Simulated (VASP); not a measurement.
# La (I4_1/amd) in VASP: a series of runs, part 2 of 2

VASP 6.6.1. The steps go on from the part before.

## (4) Single point, PBE

This run uses another cell than the first one, of 16.04 Å³/atom, 1.125 times its volume.

Contents of INCAR:

```
PREC = Accurate
ENCUT = 520
EDIFF = 1E-6
ISMEAR = -1
SIGMA = 0.08
LREAL = False
LASPH = True
NELM = 100
ALGO = Normal
ISIF = 2
LWAVE = False
LCHARG = False
GGA = PE
NBANDS = 18
```

Contents of KPOINTS:

```
Automatic mesh
0
Gamma
  13 13 13
```

Contents of POSCAR:

```
La
1.0
   -2.4452655700      2.4452655700      1.3414730288
    2.4452655700     -2.4452655700      1.3414730288
    2.4452655700      2.4452655700     -1.3414730288
La
2
Direct
   -0.3750000000     -0.1250000000     -0.2500000000
    0.3750000000      0.1250000000      0.2500000000
```

Potentials or basis: VASP PAW PBE potentials, release 64 (La).

On the command line:

```bash
> cat potpaw_PBE.64/La/POTCAR > POTCAR
> mpirun -np 1 vasp_std > vasp.out
```

OUTCAR:

```text
PREC = Accurate
   ENCUT = 520
   EDIFF = 1E-6
   ISMEAR = -1
   LREAL = False
   LASPH = True
   NELM = 100
   ISIF = 2
   GGA = PE

 ion  position               nearest neighbor table
   1  0.625  0.875  0.750-   2 2.54   2 2.54   2 2.54   2 2.54   2 3.17   2 3.17   2 3.17   2 3.17

   2  0.375  0.125  0.250-   1 2.54   1 2.54   1 2.54   1 2.54   1 3.17   1 3.17   1 3.17   1 3.17

  LATTYP: Found a body centered tetragonal cell.
 ALAT       =     4.8905311400
 C/A-ratio  =     0.5486001379

  Lattice vectors:

 A1 = (  -2.4452655700,   2.4452655700,   1.3414730288)
 A2 = (   2.4452655700,  -2.4452655700,   1.3414730288)
 A3 = (   2.4452655700,   2.4452655700,  -1.3414730288)

Analysis of symmetry for initial positions (statically):
=====================================================================
 Subroutine PRICEL returns:
 Original cell was already a primitive cell.

 Routine SETGRP: Setting up the symmetry group for a
 body centered tetragonal supercell.

 Subroutine GETGRP returns: Found 16 space group operations
 (whereof  4 operations were pure point group operations)
 out of a pool of 16 trial point group operations.

The static configuration has the point symmetry C_2h.
 The point group associated with its full space group is D_4h.

Analysis of symmetry for dynamics (positions and initial velocities):
=====================================================================
 Subroutine PRICEL returns:
 Original cell was already a primitive cell.

 Routine SETGRP: Setting up the symmetry group for a
 body centered tetragonal supercell.

 Subroutine GETGRP returns: Found 16 space group operations
 (whereof  4 operations were pure point group operations)
 out of a pool of 16 trial point group operations.

The dynamic configuration has the point symmetry C_2h.
 The point group associated with its full space group is D_4h.

 Subroutine INISYM returns: Found 16 space group operations
 (whereof  4 operations are pure point group operations),
 and found     1 'primitive' translations

----------------------------------------------------------------------------------------

                                     Primitive cell

  volume of cell :      32.0844

  direct lattice vectors                    reciprocal lattice vectors
    -2.445265570  2.445265570  1.341473029     0.000000000  0.204476768  0.372724601
     2.445265570 -2.445265570  1.341473029     0.204476768  0.000000000  0.372724601
     2.445265570  2.445265570 -1.341473029     0.204476768  0.204476768  0.000000000

  length of vectors
     3.709204403  3.709204403  3.709204403     0.425128659  0.425128659  0.289173818

  position of ions in fractional coordinates (direct lattice)
     0.625000000  0.875000000  0.750000000
     0.375000000  0.125000000  0.250000000

  ion indices of the primitive-cell ions
   primitive index   ion index
                 1           1
                 2           2

----------------------------------------------------------------------------------------

 KPOINTS: Automatic mesh

Automatic generation of k-mesh.
 Grid dimensions read from file:
 generate k-points for:   13   13   13

 Generating k-lattice:

  Cartesian coordinates                     Fractional coordinates (reciprocal lattice)
     0.000000000  0.015728982  0.028671123     0.076923077  0.000000000  0.000000000
     0.015728982  0.000000000  0.028671123     0.000000000  0.076923077  0.000000000
     0.015728982  0.015728982  0.000000000     0.000000000  0.000000000  0.076923077

  Length of vectors
     0.032702205  0.032702205  0.022244140

  Shift w.r.t. Gamma in fractional coordinates (k-lattice)
     0.000000000  0.000000000  0.000000000

 Subroutine IBZKPT returns following result:
 ===========================================

 Found    196 irreducible k-points:

 Following reciprocal coordinates:
            Coordinates               Weight
  0.000000  0.000000  0.000000      1.000000
  0.076923  0.000000 -0.000000      8.000000
  0.153846  0.000000 -0.000000      8.000000
  0.230769  0.000000 -0.000000      8.000000
  0.307692  0.000000 -0.000000      8.000000
  0.384615  0.000000 -0.000000      8.000000
[... 16 lines left out ...]
  0.384615  0.153846  0.000000     16.000000
  0.461538  0.153846 -0.000000     16.000000
 [... further k-points ...]
   k-points           NKPTS =    196   k-points in BZ     NKDIM =    196   number of bands    NBANDS=     18
   number of dos      NEDOS =    301   number of ions     NIONS =      2
   total plane-waves  NPLWV =  21952
   dimension x,y,z NGX =    28 NGY =   28 NGZ =   28
   dimension x,y,z NGXF=    56 NGYF=   56 NGZF=   56
   ions per type =               2
   NGX,Y,Z   is equivalent  to a cutoff of  12.55, 12.55, 12.55 a.u.
   NGXF,Y,Z  is equivalent  to a cutoff of  25.10, 25.10, 25.10 a.u.
 SYSTEM =  unknown system
   PREC   = accura    normal or accurate (medium, high low for compatibility)
   ISTART =      0    job   : 0-new  1-cont  2-samecut
   ICHARG =      2    charge: 1-file 2-atom 10-const
   ISPIN  =      1    spin polarized calculation?
   LNONCOLLINEAR =      F non collinear calculations
   LSORBIT =      F    spin-orbit coupling
   LASPH  =      T    aspherical Exc in radial PAW
   ENCUT  =  520.0 eV  38.22 Ry    6.18 a.u.   6.90  6.90  6.90*2*pi/ulx,y,z
   NELM   =    100;   NELMIN=  2; NELMDL= -5     # of ELM steps
   EDIFF  = 0.1E-05   stopping-criterion for ELM
   LREAL  =      F    real-space projection
   EDIFFG = 0.1E-04   stopping-criterion for IOM
   NSW    =      0    number of steps for IOM
   IBRION =     -1    ionic relax: 0-MD 1-quasi-New 2-CG
   NFREE  =      0    steps in history (QN), initial steepest desc. (CG)
   ISIF   =      2    stress and relaxation
   ISYM   =      2    0-nonsym 1-usesym 2-fastsym
   POTIM  = 0.5000    time-step for ionic-motion
   TEBEG  =    0.0;   TEEND  =   0.0 temperature during run
   PSTRESS=    0.0 pullay stress
   NELECT =      22.0000    total number of electrons
   NUPDOWN=      -1.0000    fix difference up-down
   EMIN   =  10.00;   EMAX   =-10.00  energy-range for DOS
   EFERMI =   0.00;   METHOD = LEGACY
   ISMEAR =    -1;   SIGMA  =   0.08  broadening in eV -4-tet -1-fermi 0-gaus
   EFERMI_NEDOS =   21; number of points for ismear=-14 and -15
   IALGO  =     38    algorithm
   IMIX   =      4    mixing-type and parameters
     AMIX     =   0.40;   BMIX     =  1.00
     AMIX_MAG =   1.60;   BMIX_MAG =  1.00
  volume/ion in A,a.u.               =      16.04       108.26
  Fermi-wavevector in a.u.,A,eV,Ry     =   1.443614  2.728035 28.354829  2.084021
  Thomas-Fermi vector in A             =   2.562002
   LORBIT       =      0    0 simple, 1 ext, 2 COOP (PROOUT), +10 PAW based schemes
   GGA     = PE    functional components
   LHFCALC =     F    Hartree Fock is set to
   AEXX    =    0.0000 exact exchange contribution
   IVDW    =     0    specifies the selected vdW correction
   LEPSILON=     F    determine dielectric tensor
   LRPA    =     F    only Hartree local field effects (RPA)
 non-spin polarized calculation
  energy-cutoff  :      520.00
  volume of cell :       32.08
 maximum number of plane-waves:       876
   NGX = 13   NGY = 13   NGZ = 13

 number of electron      22.0000000 magnetization

 Free energy of the ion-electron system (eV)
  ---------------------------------------------------
  ext. energy  EPLUGINS =         0.00000000
  ---------------------------------------------------
  free energy    TOTEN  =        -1.96241298 eV

  energy without entropy =       -1.92607365  energy(sigma->0) =       -1.94424332

 E-fermi :  19.3237     XC(G=0): -13.4978

 val. band max:       19.3033286457   @ k =  -0.1538   0.0769   0.0000
 cond. band min:      19.3287953020   @ k =  -0.4615   0.4615   0.3077
 fundamental gap:      0.0254666562
 Fermi energy:        19.3237119235

 k-point     1 :       0.0000    0.0000    0.0000
  band No.  band energies     occupation
      1     -15.9682      2.00000
      2     -10.6744      2.00000
      3      -0.6528      2.00000
      4      -0.6528      2.00000
      5       6.9773      2.00000
      6       7.1507      2.00000
[... 10 lines left out ...]
     17      20.5173      0.00000
     18      23.7697      0.00000
[... 463 lines left out ...]
 k-point    24 :       0.4615    0.1538   -0.0000
  band No.  band energies     occupation
      1     -13.1577      2.00000
      2     -11.3831      2.00000
      3      -1.2342      2.00000
      4       0.3203      2.00000
      5       0.7072      2.00000
      6       3.3166      2.00000
[... 10 lines left out ...]
     17      23.0638      0.00000
     18      23.2936      0.00000

 [... further k-points ...]
[... 5 lines left out ...]
  --------------------------------------------------------------------------------------
  -------------------------------------------------------------------------------------
  Total       26.6412411     26.6412411     26.7677117      0.0000000      0.0000000      0.0000000
  in kB     1330.3656788   1330.3656788   1336.6811560      0.0000000      0.0000000      0.0000000
  external PRESSURE =    1332.4708378 kB  Pullay stress =       0.0000000 kB

 VOLUME and BASIS-vectors are now :
 -----------------------------------------------------------------------------
  energy-cutoff  :      520.00
  volume of cell :       32.08
      direct lattice vectors                 reciprocal lattice vectors
    -2.445265570  2.445265570  1.341473029     0.000000000  0.204476768  0.372724601
     2.445265570 -2.445265570  1.341473029     0.204476768  0.000000000  0.372724601
     2.445265570  2.445265570 -1.341473029     0.204476768  0.204476768  0.000000000

 POSITION                                       TOTAL-FORCE (eV/Angst)
 -----------------------------------------------------------------------------------
      2.44527      1.22263      1.00610         0.000000     -0.000000     -0.000000
      0.00000      1.22263      0.33537        -0.000000      0.000000      0.000000
 -----------------------------------------------------------------------------------
    total drift:                               -0.000000      0.000000     -0.000000

  FREE ENERGIE OF THE ION-ELECTRON SYSTEM (eV)
  ---------------------------------------------------
  free  energy   TOTEN  =        -1.9624129822 eV

  energy  without entropy=       -1.9260736546  energy(sigma->0) =       -1.94424332
```

Wall time 1.9 min (1 thread of Intel Xeon Platinum 8259CL at 2.50GHz (Skylake/Cascade Lake), shared host); peak memory 0.25 GiB.

What came out:

- Free energy: -1.9624 eV
- Pressure: 133.2 GPa
- Band gap on the k mesh: zero (band 11 reaches 20.47 eV, above the bottom of band 12 at 17.33 eV)

Caveat: spin-orbit coupling is left out, which moves the levels of the heavy elements.
